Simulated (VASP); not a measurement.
# BiTe (Fm-3m) in VASP: a series of runs, part 2 of 2

VASP 6.6.1. The steps go on from the part before.

### Step 6. Single point, PBE+D3(BJ) (volume scaled by 1.02)

INCAR reads:

```
SYSTEM = BiTe
  PREC = Accurate
  ENCUT = 520
  EDIFF = 1E-7
  ISMEAR = 0
  SIGMA = 0.05
  LREAL = .False.
  LASPH = .True.
  NELM = 60
  ALGO = Normal
  ISIF = 2
  LWAVE = .False.
  LCHARG = .False.
  GGA = PE
  IVDW = 12
  NBANDS = 18
```

KPOINTS reads:

```
regular mesh
0
Gamma
  6 6 6
  0 0 0
```

POSCAR reads:

```
BiTe
1.0
    0.0000000000      3.2285315444      3.2285315444
    3.2285315444      0.0000000000      3.2285315444
    3.2285315444      3.2285315444      0.0000000000
Bi Te
1 1
Direct
    0.5000000000      0.5000000000      0.5000000000
    0.0000000000      0.0000000000      0.0000000000
```

Potentials or basis: VASP PAW PBE potentials, release 64 (Bi_d, Te).

Command:

```console
$ cat potpaw_PBE.64/Bi_d/POTCAR potpaw_PBE.64/Te/POTCAR > POTCAR
$ mpirun -np 1 vasp_std > vasp.out
```

OUTCAR:

```text
SYSTEM = BiTe
   PREC = Accurate
   ENCUT = 520
   EDIFF = 1E-7
   ISMEAR = 0
   LREAL = .False.
   LASPH = .True.
   NELM = 60
   ISIF = 2
   GGA = PE
   IVDW = 12
 IVDW          = 12

 ion  position               nearest neighbor table
   1  0.500  0.500  0.500-   2 3.23   2 3.23   2 3.23   2 3.23   2 3.23   2 3.23
   2  0.000  0.000  0.000-   1 3.23   1 3.23   1 3.23   1 3.23   1 3.23   1 3.23

  LATTYP: Found a face centered cubic cell.
 ALAT       =     6.4570630888

  Lattice vectors:

 A1 = (   0.0000000000,   3.2285315444,   3.2285315444)
 A2 = (   3.2285315444,   0.0000000000,   3.2285315444)
 A3 = (   3.2285315444,   3.2285315444,   0.0000000000)

Analysis of symmetry for initial positions (statically):
=====================================================================
 Subroutine PRICEL returns:
 Original cell was already a primitive cell.

 Routine SETGRP: Setting up the symmetry group for a
 face centered cubic supercell.

 Subroutine GETGRP returns: Found 48 space group operations
 (whereof 48 operations were pure point group operations)
 out of a pool of 48 trial point group operations.

The static configuration has the point symmetry O_h .

Analysis of symmetry for dynamics (positions and initial velocities):
[... 153 lines left out ...]
 val. band max:        6.5885000072   @ k =   0.3333   0.0000   0.0000
 cond. band min:       6.6055066539   @ k =  -0.1667   0.1667   0.0000
 fundamental gap:      0.0170066467
 Fermi energy:         6.5944644535

 k-point     1 :       0.0000    0.0000    0.0000
  band No.  band energies     occupation
      1     -16.4282      2.00000
      2     -16.4282      2.00000
      3     -16.4249      2.00000
      4     -16.4249      2.00000
      5     -16.4249      2.00000
      6      -6.8389      2.00000
[... 313 lines left out ...]
      5     -16.4141      2.00000
      6      -4.7523      2.00000
[... 10 lines left out ...]
     17      16.8623      0.00000
     18      17.1770      0.00000

------------------------ aborting loop because EDIFF is reached ----------------------------------------

 Edisp (eV)   -0.90883

 E8    (eV) :    -0.4348

  FORCE on cell =-STRESS in cart. coord.  units (eV):
  Direction    XX          YY          ZZ          XY          YZ          ZX
  --------------------------------------------------------------------------------------
  -------------------------------------------------------------------------------------
  Total      -0.42535    -0.42535    -0.42535     0.00000    -0.00000    -0.00000
  in kB     -10.12533   -10.12533   -10.12533     0.00000    -0.00000    -0.00000
  external pressure =      -10.13 kB  Pullay stress =        0.00 kB

 VOLUME and BASIS-vectors are now :
 -----------------------------------------------------------------------------
  energy-cutoff  :      520.00
  volume of cell :       67.30
      direct lattice vectors                 reciprocal lattice vectors
     0.000000000  3.228531544  3.228531544    -0.154869170  0.154869170  0.154869170
     3.228531544  0.000000000  3.228531544     0.154869170 -0.154869170  0.154869170
     3.228531544  3.228531544  0.000000000     0.154869170  0.154869170 -0.154869170

 POSITION                                       TOTAL-FORCE (eV/Angst)
 -----------------------------------------------------------------------------------
      3.22853      3.22853      3.22853         0.000000     -0.000000      0.000000
      0.00000      0.00000      0.00000         0.000000      0.000000     -0.000000
 -----------------------------------------------------------------------------------
    total drift:                                0.000000      0.000000      0.000000

  FREE ENERGIE OF THE ION-ELECTRON SYSTEM (eV)
  ---------------------------------------------------
  free  energy   TOTEN  =        -8.0680261347 eV

  energy  without entropy=       -8.0636820979  energy(sigma->0) =       -8.06585412
```

OSZICAR:

```text
N       E                     dE             d eps       ncg     rms          rms(c)
DAV:   1     0.157640034453E+03    0.15764E+03   -0.10001E+04   576   0.114E+03
DAV:   2     0.473854419647E+01   -0.15290E+03   -0.14892E+03   596   0.305E+02
DAV:   3    -0.687114531539E+01   -0.11610E+02   -0.11538E+02   748   0.875E+01
DAV:   4    -0.717043401321E+01   -0.29929E+00   -0.29910E+00   676   0.156E+01
DAV:   5    -0.718320782314E+01   -0.12774E-01   -0.12773E-01   790   0.303E+00    0.683E+00
DAV:   6    -0.715478586546E+01    0.28422E-01   -0.97806E-02   812   0.187E+00    0.407E+00
DAV:   7    -0.715922093150E+01   -0.44351E-02   -0.25970E-02   640   0.812E-01    0.551E-01
DAV:   8    -0.715905430021E+01    0.16663E-03   -0.42432E-03   714   0.437E-01    0.147E-01
DAV:   9    -0.715919690744E+01   -0.14261E-03   -0.43334E-04   666   0.125E-01    0.569E-02
DAV:  10    -0.715919801970E+01   -0.11123E-05   -0.25242E-05   754   0.293E-02    0.303E-02
DAV:  11    -0.715920090042E+01   -0.28807E-05   -0.27276E-05   626   0.392E-02    0.137E-02
DAV:  12    -0.715920024805E+01    0.65237E-06   -0.48947E-06   726   0.185E-02    0.442E-03
DAV:  13    -0.715920017079E+01    0.77254E-07   -0.51481E-07   718   0.561E-03
   1 F= -.80680261E+01 E0= -.80658541E+01  d E =-.434404E-02
```

It took 19 s on 1 thread of Intel Xeon Platinum 8488C (Sapphire Rapids), shared host; peak memory 0.21 GiB.

Results:

- Free energy: -8.0680 eV
- Pressure: -1.0 GPa
- Dispersion energy per atom: -0.454 eV

Levels at points of the mesh, in eV from the Fermi level:
```csv
k point,band 7,band 8,band 9,band 10,band 11,band 12,band 13,band 14
"(0.00, 0.00, 0.00)",-7.97,-2.43,-2.43,-2.43,2.30,2.30,2.30,4.79
"(0.50, 0.00, 0.00)",-11.14,-1.80,-1.80,-1.47,-0.69,-0.50,-0.50,7.47
"(0.50, 0.50, 0.00)",-9.82,-5.57,-3.91,-3.91,2.35,3.75,3.75,5.14
```

Caveat: spin-orbit coupling is left out, which moves the levels of the heavy elements; pairwise dispersion overbinds metals, which lowers pressure and volume.

### Step 7. Overview

| level | cell | gap on the mesh (eV) | pressure (GPa) |
| --- | --- | --- | --- |
| BLYP+D3(BJ) | a = 4.579 Å, angles 60.0°, 2 atoms | none | -0.8 |
| PBE+D4 | a = 4.575 Å, angles 60.0°, 2 atoms | none | -1.3 |
| PBE+D4 | a = 4.566 Å, angles 60.0°, 2 atoms | none | -1.0 |
| PBE+D3(BJ) | a = 4.575 Å, angles 60.0°, 2 atoms | none | -1.3 |
| PBE+D3(BJ) | a = 4.566 Å, angles 60.0°, 2 atoms | none | -1.0 |

Alike in all rows: task single point; potentials or basis VASP PAW PBE potentials, release 64 (Bi_d, Te); no spin polarisation; k mesh 6 × 6 × 6; cutoff (eV) 520; smearing gaussian 0.05 eV.

Caveats: spin-orbit coupling is left out, which moves the levels of the heavy elements; pairwise dispersion overbinds metals, which lowers pressure and volume; the PAW data sets were made with another functional, which shifts forces and pressure a little (some runs).

Total energies depend on the potentials used, so only differences within one code and one set of settings carry meaning.
